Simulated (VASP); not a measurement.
Al, 2 atoms in the cell. The structure is hexagonal, space group P6_3/mmc (No. 194). Conventional cell: a = 2.758 Å, b = 2.758 Å, c = 4.443 Å, α = 90.00°, β = 90.00°, γ = 120.00°. Within 3.6 Å of Al (site symmetry -6m2) lie 12 Al at 2.73 to 2.76 Å.  This cell differs from its parent crystal: volume scaled by 0.88.

- Program: VASP 6.6.1
- Task: single point
- Functional: PBE
- Potentials or basis: VASP PAW PBE potentials, release 64 (Al)
- Cutoff: 520 eV
- k mesh: 14 × 14 × 8
- Occupations: fermi-dirac, width 0.1 eV
- Spin: no spin polarisation
- Dipole correction: no
- Further INCAR settings: ALGO = Normal; EDIFF = 1e-07; NBANDS = 10

Potentials or basis: VASP PAW PBE potentials, release 64 (Al).

The run is started by

```bash
$ cat potpaw_PBE.64/Al/POTCAR > POTCAR
$ mpirun -np 1 vasp_std > vasp.out
```

Hardware: 1 thread of Intel Xeon 6975P-C, on a shared host.

Problem. Estimate the wall time of this run.

Solution. Run time: 23 s on 1 thread of Intel Xeon 6975P-C, with other jobs on the host, peak memory 0.16 GiB. Counts: scf iterations 12, k points 120.
